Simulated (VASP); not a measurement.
# TlBr (Pm-3m) in VASP: a series of runs, part 2 of 2

VASP 6.6.1.

**5. Single point, HSE06**

Contents of POSCAR:

```
TlBr
1.0
    3.9461933165      0.0000000000      0.0000000000
    0.0000000000      3.9461933165      0.0000000000
    0.0000000000      0.0000000000      3.9461933165
Tl Br
1 1
Direct
    0.0000000000      0.0000000000      0.0000000000
    0.5000000000      0.5000000000      0.5000000000
```

Contents of INCAR.step1:

```
PREC = Accurate
ENCUT = 400
EDIFF = 1E-5
ISMEAR = 0
SIGMA = 0.01
LREAL = False
LASPH = True
NELM = 120
ALGO = Normal
ISIF = 2
LWAVE = True
LCHARG = False
GGA = PE
NBANDS = 17
GGA_COMPAT = False
```

Contents of INCAR.step2:

```
PREC = Accurate
ENCUT = 400
EDIFF = 1E-6
ISMEAR = 0
SIGMA = 0.01
LREAL = False
LASPH = True
NELM = 120
ALGO = Normal
ISIF = 2
LWAVE = False
LCHARG = False
GGA = PE
LHFCALC = True
HFSCREEN = 0.2079
PRECFOCK = Normal
ISTART = 1
NBANDS = 17
GGA_COMPAT = False
```

Contents of KPOINTS:

```
Automatic mesh
0
Gamma
  4 4 4
```

Potentials or basis: VASP PAW PBE potentials, release 64 (Tl_d, Br).

Run with:

```
> cat potpaw_PBE.64/Tl_d/POTCAR potpaw_PBE.64/Br/POTCAR > POTCAR
> cp INCAR.step1 INCAR
> mpirun -np 1 vasp_std > vasp.out
> cp INCAR.step2 INCAR
> mpirun -np 1 vasp_std > vasp.out
```

OUTCAR:

```text
PREC = Accurate
   ENCUT = 400
   EDIFF = 1E-6
   ISMEAR = 0
   LREAL = False
   LASPH = True
   NELM = 120
   ISIF = 2
   GGA = PE
   LHFCALC = True
   HFSCREEN = 0.2079
   PRECFOCK = Normal
   ISTART = 1

 ion  position               nearest neighbor table
   1  0.000  0.000  0.000-   2 3.42   2 3.42   2 3.42   2 3.42   2 3.42   2 3.42   2 3.42   2 3.42

   2  0.500  0.500  0.500-   1 3.42   1 3.42   1 3.42   1 3.42   1 3.42   1 3.42   1 3.42   1 3.42

  LATTYP: Found a simple cubic cell.
 ALAT       =     3.9461933165

  Lattice vectors:

 A1 = (   3.9461933165,   0.0000000000,   0.0000000000)
 A2 = (   0.0000000000,   3.9461933165,   0.0000000000)
 A3 = (   0.0000000000,   0.0000000000,   3.9461933165)

Analysis of symmetry for initial positions (statically):
=====================================================================
 Subroutine PRICEL returns:
 Original cell was already a primitive cell.

 Routine SETGRP: Setting up the symmetry group for a
 simple cubic supercell.

 Subroutine GETGRP returns: Found 48 space group operations
 (whereof 48 operations were pure point group operations)
 out of a pool of 48 trial point group operations.

The static configuration has the point symmetry O_h .

Analysis of symmetry for dynamics (positions and initial velocities):
=====================================================================
 Subroutine PRICEL returns:
 Original cell was already a primitive cell.

 Routine SETGRP: Setting up the symmetry group for a
 simple cubic supercell.

 Subroutine GETGRP returns: Found 48 space group operations
 (whereof 48 operations were pure point group operations)
 out of a pool of 48 trial point group operations.

The dynamic configuration has the point symmetry O_h .

 Subroutine INISYM returns: Found 48 space group operations
 (whereof 48 operations are pure point group operations),
[... 105 lines left out ...]
   LORBIT       =      0    0 simple, 1 ext, 2 COOP (PROOUT), +10 PAW based schemes
   GGA     = PE    functional components
   LHFCALC =     T    Hartree Fock is set to
   PRECFOCK=normal    Normal, Fast or Accurate (Low or Medium for compatibility)
   ENCUT4O =  -1.0   cutoff for four orbital integrals eV
   NKREDX  =     1    reduce k-point grid by
   NKREDY  =     1    reduce k-point grid by
   NKREDZ  =     1    reduce k-point grid by
   AEXX    =    0.2500 exact exchange contribution
   HFSCREEN=    0.2079 screening length (either q_TF or 0.3 A-1)
   HFSCREENC=   0.2079 screening length for correlation (either q_TF or 0.3 A-1)
   ENCUTFOCK=  -1.0 apply spherical cutoff to Coloumb kernel
   IVDW    =     0    specifies the selected vdW correction
   LEPSILON=     F    determine dielectric tensor
   LRPA    =     F    only Hartree local field effects (RPA)
 non-spin polarized calculation
 Gauss-broadening in eV      SIGMA  =   0.01
  energy-cutoff  :      400.00
  volume of cell :       61.45
 maximum number of plane-waves:      1141
 NGX is ok and might be reduce to    28
  NGX = 20; NGY = 20; NGZ = 20

 number of electron      20.0000009 magnetization

 Free energy of the ion-electron system (eV)
  ---------------------------------------------------
  ext. energy  EPLUGINS =         0.00000000
  ---------------------------------------------------
  free energy    TOTEN  =        -6.56440638 eV

  energy without entropy =       -6.56440638  energy(sigma->0) =       -6.56440638

 E-fermi :   2.2367     XC(G=0):  -7.5547

 val. band max:        2.1822379340   @ k =   0.5000   0.0000   0.0000
 cond. band min:       4.6499993090   @ k =   0.5000   0.0000   0.0000
 fundamental gap:      2.4677613750
 Fermi energy:         2.2366587369

 k-point     1 :       0.0000    0.0000    0.0000
  band No.  band energies     occupation
      1     -13.1056      2.00000
      2      -9.3251      2.00000
      3      -9.3251      2.00000
      4      -9.1424      2.00000
      5      -9.1424      2.00000
      6      -9.1424      2.00000
[... 177 lines left out ...]
      4      -9.2928      2.00000
      5      -9.0749      2.00000
      6      -9.0749      2.00000
[... 9 lines left out ...]
     16      16.3237      0.00000
     17      19.9418      0.00000

------------------------ aborting loop because EDIFF is reached ----------------------------------------

  FORCE on cell =-STRESS in cart. coord.  units (eV):
  Direction    XX          YY          ZZ          XY          YZ          ZX
  --------------------------------------------------------------------------------------
  -------------------------------------------------------------------------------------
  Total        0.6205034      0.6205034      0.6205034      0.0000000     -0.0000000     -0.0000000
  in kB       16.1778069     16.1778069     16.1778069      0.0000000     -0.0000000     -0.0000000
  external PRESSURE =      16.1778069 kB  Pullay stress =       0.0000000 kB

 VOLUME and BASIS-vectors are now :
 -----------------------------------------------------------------------------
  energy-cutoff  :      400.00
  volume of cell :       61.45
      direct lattice vectors                 reciprocal lattice vectors
     3.946193317  0.000000000  0.000000000     0.253408771  0.000000000  0.000000000
     0.000000000  3.946193317  0.000000000     0.000000000  0.253408771  0.000000000
     0.000000000  0.000000000  3.946193317     0.000000000  0.000000000  0.253408771

 POSITION                                       TOTAL-FORCE (eV/Angst)
 -----------------------------------------------------------------------------------
      0.00000      0.00000      0.00000         0.000000      0.000000      0.000000
      1.97310      1.97310      1.97310         0.000000      0.000000      0.000000
 -----------------------------------------------------------------------------------
    total drift:                                0.000001      0.000002      0.000001

  FREE ENERGIE OF THE ION-ELECTRON SYSTEM (eV)
  ---------------------------------------------------
  free  energy   TOTEN  =        -6.5644063839 eV

  energy  without entropy=       -6.5644063839  energy(sigma->0) =       -6.56440638
```

OUTCAR.step1:

```text
PREC = Accurate
   ENCUT = 400
   EDIFF = 1E-5
   ISMEAR = 0
   LREAL = False
[... 407 lines left out ...]
      0.00000      0.00000      0.00000         0.000000      0.000000      0.000000
      1.97310      1.97310      1.97310         0.000000      0.000000      0.000000
 -----------------------------------------------------------------------------------
    total drift:                               -0.000000      0.000000      0.000000

  FREE ENERGIE OF THE ION-ELECTRON SYSTEM (eV)
  ---------------------------------------------------
  free  energy   TOTEN  =        -5.5036092218 eV

  energy  without entropy=       -5.5036092218  energy(sigma->0) =       -5.50360922
```

OSZICAR.step1:

```text
N       E                     dE             d eps       ncg     rms          rms(c)
DAV:   1     0.834327089402E+02    0.83433E+02   -0.83473E+03   348   0.821E+02
DAV:   2    -0.296089611459E+01   -0.86394E+02   -0.84593E+02   432   0.204E+02
DAV:   3    -0.574373201292E+01   -0.27828E+01   -0.27750E+01   378   0.325E+01
DAV:   4    -0.575950878435E+01   -0.15777E-01   -0.15776E-01   451   0.298E+00
DAV:   5    -0.575965339897E+01   -0.14461E-03   -0.14461E-03   387   0.268E-01    0.291E+00
DAV:   6    -0.552754547596E+01    0.23211E+00   -0.34308E-01   361   0.292E+00    0.170E+00
DAV:   7    -0.550305721044E+01    0.24488E-01   -0.11872E-01   367   0.148E+00    0.886E-01
DAV:   8    -0.550372783990E+01   -0.67063E-03   -0.14591E-02   378   0.777E-01    0.167E-01
DAV:   9    -0.550349515549E+01    0.23268E-03   -0.10449E-03   366   0.179E-01    0.688E-02
DAV:  10    -0.550360756944E+01   -0.11241E-03   -0.22790E-04   371   0.788E-02    0.179E-02
DAV:  11    -0.550360922177E+01   -0.16523E-05   -0.25197E-05   319   0.340E-02
   1 F= -.55036092E+01 E0= -.55036092E+01  d E =-.305181E-57
```

Wall time 5.9 min (1 thread of Intel Xeon Platinum 8488C (Sapphire Rapids), shared host); peak memory 0.26 GiB.

Results:

| Property | Result |
| --- | --- |
| Free energy | -6.5644 eV |
| Pressure | 1.6 GPa |
| Band gap on the k mesh | 2.47 eV |

Caveat: the PAW data sets were made with another functional, which shifts forces and pressure a little; spin-orbit coupling is left out, which moves the levels of the heavy elements.

**6. Overview**

```csv
level,k mesh,cutoff (eV),smearing,grid for exact exchange (PRECFOCK),share of exact exchange,screening parameter,gap on the mesh (eV),pressure (GPa)
r2SCAN,4 × 4 × 4,550,gaussian 0.01 eV,-,-,-,2.23,1.1
r2SCAN,4 × 4 × 4,550,gaussian 0.5 eV,-,-,-,2.23,1.1
r2SCAN,"4 × 4 × 4, shifted",550,gaussian 0.01 eV,-,-,-,3.09,1.0
HSE06,4 × 4 × 4,400,gaussian 0.01 eV,Normal,0.25,0.2079 1/Å,2.47,1.6
```

Alike in all rows: task single point; potentials or basis VASP PAW PBE potentials, release 64 (Tl_d, Br); no spin polarisation; cell as given.

The pressure there spans 1.0 GPa (r2SCAN) to 1.6 GPa (HSE06); a positive pressure means that this level wants a larger cell, a negative one a smaller.

Caveats: the PAW data sets were made with another functional, which shifts forces and pressure a little; spin-orbit coupling is left out, which moves the levels of the heavy elements; a shifted mesh leaves out Γ, where band edges can lie (at least some runs).

Absolute energies hang on the potentials; compare differences alone.
